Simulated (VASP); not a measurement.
# W (I4/mmm) in VASP: notebook

W is run at these levels: PBEsol; tasks: single point.

Program: VASP 6.6.1. These are calculated values, not measurements. Logs are shortened: lines on timing, memory, paths and dates and some standing lists are left out, and cuts for length are marked.

### Step 1. The cell of the first run

It takes space group I4/mmm (No. 139, tetragonal). The conventional cell has a = 3.120 Å, b = 3.120 Å, c = 3.135 Å, α = 90.00°, β = 90.00°, γ = 90.00°. Within 3.6 Å of W (site symmetry 4/mmm) lie 14 W at 2.71 to 3.13 Å.

### Step 2. Single point, PBEsol

Contents of INCAR:

```
PREC     = Accurate       # precision mode
ENCUT    = 520            # plane-wave cutoff, eV
EDIFF    = 1E-7           # SCF threshold, eV
ISMEAR   = -1             # smearing method
SIGMA    = 0.05           # smearing width, eV
LREAL    = F              # projectors in reciprocal space
LASPH    = T              # aspherical terms in the spheres
NELM     = 100            # most SCF steps
ALGO     = Normal         # electronic algorithm
ISIF     = 2              # what is computed and relaxed
LWAVE    = F              # write WAVECAR
LCHARG   = F              # write CHGCAR
GGA      = PS             # functional
NBANDS   = 36             # bands
```

Contents of KPOINTS:

```
Automatic mesh
0
Gamma
  9 6 6
```

Contents of POSCAR:

```
W
1.0
    3.1346572294      0.0000000000      0.0000000000
    0.0000000000      4.4120212481      0.0000000000
    0.0000000000      0.0000000000      4.4120223658
W
4
Direct
    0.7499999000      0.9999999684      0.7500000000
    0.2500001000      0.4999999684      0.7500000000
    0.2500001000      0.0000000316      0.2500000000
    0.7499999000      0.5000000316      0.2500000000
```

Potentials or basis: VASP PAW PBE potentials, release 64 (W_sv).

Run with:

```console
cat potpaw_PBE.64/W_sv/POTCAR > POTCAR
mpirun -np 1 vasp_std > vasp.out
```

OUTCAR:

```text
PREC = Accurate
   ENCUT = 520
   EDIFF = 1E-7
   ISMEAR = -1
   LREAL = F
   LASPH = T
   NELM = 100
   ISIF = 2
   GGA = PS

 ion  position               nearest neighbor table
   1  0.750  1.000  0.750-   2 2.71   2 2.71   3 2.71   3 2.71   2 2.71   2 2.71   3 2.71   3 2.71
                             4 3.12   4 3.12   4 3.12   4 3.12
   2  0.250  0.500  0.750-   1 2.71   1 2.71   4 2.71   4 2.71   1 2.71   1 2.71   4 2.71   4 2.71
                             3 3.12   3 3.12   3 3.12   3 3.12
   3  0.250  0.000  0.250-   4 2.71   4 2.71   1 2.71   1 2.71   4 2.71   4 2.71   1 2.71   1 2.71
                             2 3.12   2 3.12   2 3.12   2 3.12
   4  0.750  0.500  0.250-   3 2.71   3 2.71   2 2.71   2 2.71   3 2.71   3 2.71   2 2.71   2 2.71
                             1 3.12   1 3.12   1 3.12   1 3.12

  LATTYP: Found a simple tetragonal cell.
 ALAT       =     4.4120212481
 C/A-ratio  =     0.7104809912

  Lattice vectors:

 A1 = (   0.0000000000,   4.4120212481,   0.0000000000)
 A2 = (   0.0000000000,   0.0000000000,   4.4120223658)
 A3 = (   3.1346572294,   0.0000000000,   0.0000000000)

Analysis of symmetry for initial positions (statically):
=====================================================================
 Subroutine PRICEL returns following result:

  LATTYP: Found a body centered tetragonal cell.
 ALAT       =     3.1197707356
 C/A-ratio  =     1.0047720647

  Lattice vectors:

 A1 = (  -1.5673292416,  -0.0000002788,  -2.2060111829)
 A2 = (  -1.5673292416,  -0.0000002788,   2.2060111829)
 A3 = (   1.5673292416,   2.2060111817,  -0.0000000000)

   4 primitive cells build up your supercell.

 Routine SETGRP: Setting up the symmetry group for a
 simple tetragonal supercell.

 Subroutine GETGRP returns: Found 16 space group operations
 (whereof  4 operations were pure point group operations)
 out of a pool of 16 trial point group operations.

The static configuration has the point symmetry C_2h.
 The point group associated with its full space group is D_4h.

Analysis of symmetry for dynamics (positions and initial velocities):
=====================================================================
 Subroutine PRICEL returns following result:

  LATTYP: Found a body centered tetragonal cell.
 ALAT       =     3.1197707356
 C/A-ratio  =     1.0047720647

  Lattice vectors:

 A1 = (  -1.5673292416,  -0.0000002788,  -2.2060111829)
 A2 = (  -1.5673292416,  -0.0000002788,   2.2060111829)
 A3 = (   1.5673292416,   2.2060111817,  -0.0000000000)

   4 primitive cells build up your supercell.

 Routine SETGRP: Setting up the symmetry group for a
 simple tetragonal supercell.

 Subroutine GETGRP returns: Found 16 space group operations
 (whereof  4 operations were pure point group operations)
 out of a pool of 16 trial point group operations.

The dynamic configuration has the point symmetry C_2h.
 The point group associated with its full space group is D_4h.

 Subroutine INISYM returns: Found 16 space group operations
 (whereof  4 operations are pure point group operations),
 and found     4 'primitive' translations

----------------------------------------------------------------------------------------

                                     Primitive cell

  volume of cell :      15.2548

  direct lattice vectors                    reciprocal lattice vectors
    -1.567329242 -0.000000279 -2.206011183    -0.319014059  0.226653458 -0.226653429
    -1.567329242 -0.000000279  2.206011183    -0.319014059  0.226653458  0.226653429
     1.567329242  2.206011182 -0.000000000    -0.000000081  0.453306916  0.000000000

  length of vectors
     2.706105373  2.706105373  2.706105372     0.452231729  0.452231729  0.453306916

  position of ions in fractional coordinates (direct lattice)
     0.500000147  0.000000147  0.999999494

  ion indices of the primitive-cell ions
   primitive index   ion index
                 1           1

----------------------------------------------------------------------------------------

 KPOINTS: Automatic mesh

Automatic generation of k-mesh.
 Grid dimensions read from file:
 generate k-points for:    9    6    6

 Generating k-lattice:

  Cartesian coordinates                     Fractional coordinates (reciprocal lattice)
     0.035446016  0.000000000  0.000000000     0.111111111  0.000000000  0.000000000
     0.000000000  0.037775581  0.000000000     0.000000000  0.166666667  0.000000000
     0.000000000  0.000000000  0.037775572     0.000000000  0.000000000  0.166666667

  Length of vectors
     0.035446016  0.037775581  0.037775572

  Shift w.r.t. Gamma in fractional coordinates (k-lattice)
     0.000000000  0.000000000  0.000000000

 Subroutine IBZKPT returns following result:
 ===========================================

 Found     50 irreducible k-points:

 Following reciprocal coordinates:
            Coordinates               Weight
  0.000000  0.000000  0.000000      1.000000
  0.111111  0.000000  0.000000      2.000000
  0.222222  0.000000  0.000000      2.000000
  0.333333  0.000000  0.000000      2.000000
  0.444444  0.000000  0.000000      2.000000
  0.000000  0.166667  0.000000      4.000000
[... 16 lines left out ...]
  0.222222  0.166667  0.166667      8.000000
  0.333333  0.166667  0.166667      8.000000
 [... further k-points ...]
   k-points           NKPTS =     50   k-points in BZ     NKDIM =     50   number of bands    NBANDS=     36
   number of dos      NEDOS =    301   number of ions     NIONS =      4
   total plane-waves  NPLWV =  31104
   dimension x,y,z NGX =    24 NGY =   36 NGZ =   36
   dimension x,y,z NGXF=    48 NGYF=   72 NGZF=   72
   ions per type =               4
   NGX,Y,Z   is equivalent  to a cutoff of  12.73, 13.56, 13.56 a.u.
   NGXF,Y,Z  is equivalent  to a cutoff of  25.46, 27.13, 27.13 a.u.
 SYSTEM =  unknown system
   PREC   = accura    normal or accurate (medium, high low for compatibility)
   ISTART =      0    job   : 0-new  1-cont  2-samecut
   ICHARG =      2    charge: 1-file 2-atom 10-const
   ISPIN  =      1    spin polarized calculation?
   LNONCOLLINEAR =      F non collinear calculations
   LSORBIT =      F    spin-orbit coupling
   LASPH  =      T    aspherical Exc in radial PAW
   ENCUT  =  520.0 eV  38.22 Ry    6.18 a.u.   5.83  8.20  8.20*2*pi/ulx,y,z
   NELM   =    100;   NELMIN=  2; NELMDL= -5     # of ELM steps
   EDIFF  = 0.1E-06   stopping-criterion for ELM
   LREAL  =      F    real-space projection
   EDIFFG = 0.1E-05   stopping-criterion for IOM
   NSW    =      0    number of steps for IOM
   IBRION =     -1    ionic relax: 0-MD 1-quasi-New 2-CG
   NFREE  =      0    steps in history (QN), initial steepest desc. (CG)
   ISIF   =      2    stress and relaxation
   ISYM   =      2    0-nonsym 1-usesym 2-fastsym
   POTIM  = 0.5000    time-step for ionic-motion
   TEBEG  =    0.0;   TEEND  =   0.0 temperature during run
   PSTRESS=    0.0 pullay stress
   NELECT =      56.0000    total number of electrons
   NUPDOWN=      -1.0000    fix difference up-down
   EMIN   =  10.00;   EMAX   =-10.00  energy-range for DOS
   EFERMI =   0.00;   METHOD = LEGACY
   ISMEAR =    -1;   SIGMA  =   0.05  broadening in eV -4-tet -1-fermi 0-gaus
   EFERMI_NEDOS =   21; number of points for ismear=-14 and -15
   IALGO  =     38    algorithm
   IMIX   =      4    mixing-type and parameters
     AMIX     =   0.40;   BMIX     =  1.00
     AMIX_MAG =   1.60;   BMIX_MAG =  1.00
  volume/ion in A,a.u.               =      15.25       102.94
  Fermi-wavevector in a.u.,A,eV,Ry     =   1.590923  3.006408 34.436818  2.531035
  Thomas-Fermi vector in A             =   2.689543
   LORBIT       =      0    0 simple, 1 ext, 2 COOP (PROOUT), +10 PAW based schemes
   GGA     = PS    functional components
   LHFCALC =     F    Hartree Fock is set to
   AEXX    =    0.0000 exact exchange contribution
   IVDW    =     0    specifies the selected vdW correction
   LEPSILON=     F    determine dielectric tensor
   LRPA    =     F    only Hartree local field effects (RPA)
 non-spin polarized calculation
  energy-cutoff  :      520.00
  volume of cell :       61.02
 maximum number of plane-waves:      1664
 NGX is ok and might be reduce to    24
   NGX = 11   NGY = 17   NGZ = 17

 number of electron      56.0000016 magnetization

 Free energy of the ion-electron system (eV)
  ---------------------------------------------------
  ext. energy  EPLUGINS =         0.00000000
  ---------------------------------------------------
  free energy    TOTEN  =       -55.15279861 eV

  energy without entropy =      -55.13413372  energy(sigma->0) =      -55.14346617

 E-fermi :  11.8095     XC(G=0): -13.9809

 val. band max:       11.7839051676   @ k =   0.1111   0.3333   0.1667
 cond. band min:      11.8232638131   @ k =   0.3333   0.0000   0.0000
 fundamental gap:      0.0393586455
 Fermi energy:        11.8094859876

 k-point     1 :       0.0000    0.0000    0.0000
  band No.  band energies     occupation
      1     -62.2675      2.00000
      2     -62.1074      2.00000
      3     -62.1074      2.00000
      4     -61.9901      2.00000
      5     -27.2306      2.00000
      6     -27.2306      2.00000
[... 28 lines left out ...]
     35      17.2786      0.00000
     36      17.3041      0.00000

 k-point     2 :       0.1111    0.0000    0.0000
  band No.  band energies     occupation
      1     -62.2581      2.00000
      2     -62.1060      2.00000
      3     -62.1060      2.00000
      4     -61.9973      2.00000
      5     -27.1878      2.00000
      6     -27.1878      2.00000
[... 28 lines left out ...]
     35      16.0833      0.00000
     36      16.0833      0.00000

 k-point     3 :       0.2222    0.0000    0.0000
  band No.  band energies     occupation
      1     -62.2313      2.00000
      2     -62.1030      2.00000
      3     -62.1030      2.00000
      4     -62.0186      2.00000
      5     -27.0642      2.00000
      6     -27.0642      2.00000
[... 28 lines left out ...]
     35      15.2106      0.00000
     36      15.2106      0.00000

 k-point     4 :       0.3333    0.0000    0.0000
  band No.  band energies     occupation
      1     -62.1913      2.00000
      2     -62.0994      2.00000
      3     -62.0994      2.00000
      4     -62.0523      2.00000
      5     -26.8738      2.00000
      6     -26.8738      2.00000
[... 28 lines left out ...]
     35      15.2693      0.00000
     36      15.2836      0.00000

 k-point     5 :       0.4444    0.0000    0.0000
  band No.  band energies     occupation
      1     -62.1438      2.00000
      2     -62.0971      2.00000
      3     -62.0971      2.00000
      4     -62.0956      2.00000
      5     -26.6384      2.00000
      6     -26.6384      2.00000
[... 655 lines left out ...]
 k-point    22 :       0.1111    0.1667    0.1667
  band No.  band energies     occupation
      1     -62.2382      2.00000
      2     -62.1089      2.00000
      3     -62.1089      2.00000
      4     -62.0122      2.00000
      5     -27.0851      2.00000
      6     -27.0851      2.00000
[... 28 lines left out ...]
     35      15.4469      0.00000
     36      15.4469      0.00000

 k-point    23 :       0.2222    0.1667    0.1667
  band No.  band energies     occupation
      1     -62.2144      2.00000
      2     -62.1058      2.00000
      3     -62.1058      2.00000
      4     -62.0301      2.00000
      5     -27.0100      2.00000
      6     -27.0100      2.00000
[... 28 lines left out ...]
     35      15.1921      0.00000
     36      15.1921      0.00000

 k-point    24 :       0.3333    0.1667    0.1667
  band No.  band energies     occupation
      1     -62.1792      2.00000
      2     -62.1022      2.00000
      3     -62.1022      2.00000
      4     -62.0588      2.00000
      5     -26.9407      2.00000
      6     -26.9233      2.00000
[... 28 lines left out ...]
     35      15.1656      0.00000
     36      15.1656      0.00000

 [... further k-points ...]
[... 5 lines left out ...]
  --------------------------------------------------------------------------------------
  -------------------------------------------------------------------------------------
  Total        4.1020245      4.1165633      4.1165654      0.0000000      0.0000000      0.0000000
  in kB      107.7068877    108.0886331    108.0886879      0.0000000      0.0000000      0.0000000
  external PRESSURE =     107.9614029 kB  Pullay stress =       0.0000000 kB

 VOLUME and BASIS-vectors are now :
 -----------------------------------------------------------------------------
  energy-cutoff  :      520.00
  volume of cell :       61.02
      direct lattice vectors                 reciprocal lattice vectors
     3.134657229  0.000000000  0.000000000     0.319014146  0.000000000  0.000000000
     0.000000000  4.412021248  0.000000000     0.000000000  0.226653487  0.000000000
     0.000000000  0.000000000  4.412022366     0.000000000  0.000000000  0.226653429

 POSITION                                       TOTAL-FORCE (eV/Angst)
 -----------------------------------------------------------------------------------
      2.35099      4.41202      3.30902         0.000000     -0.000000      0.000000
      0.78366      2.20601      3.30902        -0.000000     -0.000000     -0.000000
      0.78366      0.00000      1.10301         0.000000      0.000000      0.000000
      2.35099      2.20601      1.10301         0.000000      0.000000     -0.000000
 -----------------------------------------------------------------------------------
    total drift:                               -0.000981     -0.000404      0.000712

  FREE ENERGIE OF THE ION-ELECTRON SYSTEM (eV)
  ---------------------------------------------------
  free  energy   TOTEN  =       -55.1527986148 eV

  energy  without entropy=      -55.1341337247  energy(sigma->0) =      -55.14346617
```

It took 43 s on 1 thread of Intel Xeon 6975P-C (Granite Rapids), shared host; peak memory 0.21 GiB.

What came out:

```yaml
Free_energy: -55.1528 eV
Pressure: 10.8 GPa
Band_gap_on_the_k_mesh: zero (band 28 reaches 12.70 eV, above the bottom of band 29 at 11.28 eV)
```

Caveat: the PAW data sets were made with another functional, which shifts forces and pressure a little; spin-orbit coupling is left out, which moves the levels of the heavy elements.

### Step 3. Single point, PBEsol

This run uses another cell than the first one, of 14.86 Å³/atom, 0.974 times its volume.

Contents of INCAR:

```
SYSTEM = W
PREC = Accurate
ENCUT = 520
EDIFF = 1E-7
ISMEAR = -1
SIGMA = 0.05
LREAL = .FALSE.
LASPH = .TRUE.
NELM = 80
ALGO = Fast
ISIF = 2
LWAVE = .FALSE.
LCHARG = .FALSE.
GGA = PS
NBANDS = 36
```

Contents of KPOINTS:

```
Automatic mesh
0
G
  9 6 6
  0 0 0
```

Contents of POSCAR:

```
W
1.0
    3.1084823367      0.0000000000      0.0000000000
    0.0000000000      4.3728824906      0.0000000000
    0.0000000000      0.0000000000      4.3728801572
W
4
Direct
    0.7500002928      0.9999985054      0.7500000000
    0.2499997072      0.4999985054      0.7500000000
    0.2499997072      0.0000014946      0.2500000000
    0.7500002928      0.5000014946      0.2500000000
```

Potentials or basis: VASP PAW PBE potentials, release 64 (W_sv).

Run with:

```console
cat potpaw_PBE.64/W_sv/POTCAR > POTCAR
mpirun -np 1 vasp_std > vasp.out
```

OUTCAR:

```text
SYSTEM = W
   PREC = Accurate
   ENCUT = 520
   EDIFF = 1E-7
   ISMEAR = -1
   LREAL = .FALSE.
   LASPH = .TRUE.
   NELM = 80
   ISIF = 2
   GGA = PS

 ion  position               nearest neighbor table
   1  0.750  1.000  0.750-   3 2.68   3 2.68   2 2.68   2 2.68   3 2.68   3 2.68   2 2.68   2 2.68
                             4 3.09   4 3.09   4 3.09   4 3.09
   2  0.250  0.500  0.750-   4 2.68   4 2.68   1 2.68   1 2.68   4 2.68   4 2.68   1 2.68   1 2.68
                             3 3.09   3 3.09   3 3.09   3 3.09
   3  0.250  0.000  0.250-   1 2.68   1 2.68   4 2.68   4 2.68   1 2.68   1 2.68   4 2.68   4 2.68
[... 1163 lines left out ...]
  -------------------------------------------------------------------------------------
  Total        7.7933858      7.8067540      7.8067456      0.0000000      0.0000000      0.0000000
  in kB      210.0646486    210.4249768    210.4247523      0.0000000      0.0000000      0.0000000
  external PRESSURE =     210.3047926 kB  Pullay stress =       0.0000000 kB

 VOLUME and BASIS-vectors are now :
 -----------------------------------------------------------------------------
  energy-cutoff  :      520.00
  volume of cell :       59.44
      direct lattice vectors                 reciprocal lattice vectors
     3.108482337  0.000000000  0.000000000     0.321700396  0.000000000  0.000000000
     0.000000000  4.372882491  0.000000000     0.000000000  0.228682111  0.000000000
     0.000000000  0.000000000  4.372880157     0.000000000  0.000000000  0.228682233

 POSITION                                       TOTAL-FORCE (eV/Angst)
 -----------------------------------------------------------------------------------
      2.33136      4.37288      3.27966        -0.000000     -0.000000      0.000000
      0.77712      2.18643      3.27966         0.000000      0.000000      0.000000
      0.77712      0.00001      1.09322         0.000000      0.000000      0.000000
      2.33136      2.18645      1.09322         0.000000     -0.000000      0.000000
 -----------------------------------------------------------------------------------
    total drift:                                0.007446     -0.003151      0.002452

  FREE ENERGIE OF THE ION-ELECTRON SYSTEM (eV)
  ---------------------------------------------------
  free  energy   TOTEN  =       -54.9962187607 eV

  energy  without entropy=      -54.9761451916  energy(sigma->0) =      -54.98618198
```

OSZICAR:

```text
N       E                     dE             d eps       ncg     rms          rms(c)
DAV:   1     0.723712300921E+03    0.72371E+03   -0.33008E+04  3600   0.188E+03
DAV:   2    -0.181615498172E+02   -0.74187E+03   -0.72632E+03  3728   0.589E+02
DAV:   3    -0.566185719260E+02   -0.38457E+02   -0.37181E+02  4208   0.129E+02
DAV:   4    -0.575415392336E+02   -0.92297E+00   -0.91075E+00  4348   0.185E+01
DAV:   5    -0.575538798878E+02   -0.12341E-01   -0.12304E-01  4112   0.231E+00    0.488E+01
RMM:   6    -0.555693990511E+02    0.19845E+01   -0.23263E+00  3690   0.979E+00    0.211E+01
RMM:   7    -0.549997243825E+02    0.56967E+00   -0.21149E+00  3893   0.859E+00    0.124E+00
RMM:   8    -0.549933889191E+02    0.63355E-02   -0.16029E-01  4444   0.202E+00    0.490E-01
RMM:   9    -0.549959774730E+02   -0.25886E-02   -0.33094E-02  4380   0.954E-01    0.326E-01
RMM:  10    -0.549961573068E+02   -0.17983E-03   -0.59351E-03  4276   0.505E-01    0.329E-01
RMM:  11    -0.549961860456E+02   -0.28739E-04   -0.16589E-03  4529   0.244E-01    0.390E-02
RMM:  12    -0.549962136350E+02   -0.27589E-04   -0.29741E-04  4939   0.119E-01    0.225E-02
RMM:  13    -0.549962194509E+02   -0.58159E-05   -0.52489E-05  4917   0.447E-02    0.254E-02
RMM:  14    -0.549962199009E+02   -0.45005E-06   -0.14279E-05  4514   0.262E-02    0.168E-02
RMM:  15    -0.549962191492E+02    0.75167E-06   -0.17833E-06  4348   0.100E-02    0.866E-03
RMM:  16    -0.549962187775E+02    0.37174E-06   -0.57794E-07  3815   0.592E-03    0.486E-03
RMM:  17    -0.549962187607E+02    0.16827E-07   -0.39882E-07  3361   0.463E-03
   1 F= -.54996219E+02 E0= -.54986182E+02  d E =-.200736E-01
```

Run time: 63 s. Hardware: 1 thread of Intel Xeon 6975P-C (Granite Rapids), shared host; peak memory 0.21 GiB.

Results:

| Property | Result |
| --- | --- |
| Free energy | -54.9962 eV |
| Pressure | 21.0 GPa |
| Band gap on the k mesh | zero (band 28 reaches 13.21 eV, above the bottom of band 29 at 11.66 eV) |

Caveat: the PAW data sets were made with another functional, which shifts forces and pressure a little; spin-orbit coupling is left out, which moves the levels of the heavy elements.
